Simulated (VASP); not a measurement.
A run of VASP 6.6.1 is set up as follows.

File INCAR:

```
ALGO = Normal ; EDIFF = 1E-7
ENCUT = 520 ; GGA = PE
ISIF = 2 ; ISMEAR = 0
LASPH = True ; LCHARG = False
LREAL = False ; LWAVE = False
NBANDS = 15 ; NELM = 60
PREC = Accurate ; SIGMA = 0.05
```

The input KPOINTS:

```
k-points
0
Gamma
  8 8 8
```

The input POSCAR:

```
CaO
1.0
    0.0000000000      2.4490000000      2.5224700000
    2.4490000000      0.0000000000      2.5224700000
    2.4490000000      2.4490000000      0.0000000000
Ca O
1 1
Direct
    0.0000000000      0.0000000000      0.0000000000
    0.5000000000      0.5000000000      0.5000000000
```

Potentials or basis: VASP PAW PBE potentials, release 64 (Ca_sv, O).

The run is started by

```console
$ cat potpaw_PBE.64/Ca_sv/POTCAR potpaw_PBE.64/O/POTCAR > POTCAR
$ mpirun -np 1 vasp_std > vasp.out
```

Question: What does it give for the pressure?

Answer: -5.9 GPa.

Question: Estimate the band gap on the k mesh.

Answer: 3.60 eV, indirect (least direct gap 4.01 eV).

Stress tensor (GPa, compression positive):
```
-4.96  0.00  0.00
 0.00 -4.96  0.00
 0.00  0.00 -7.62
```

Caveat: the cell differs from its parent crystal (strain +0.000 along x and y, +0.030 along z). A k mesh can miss the band edges.
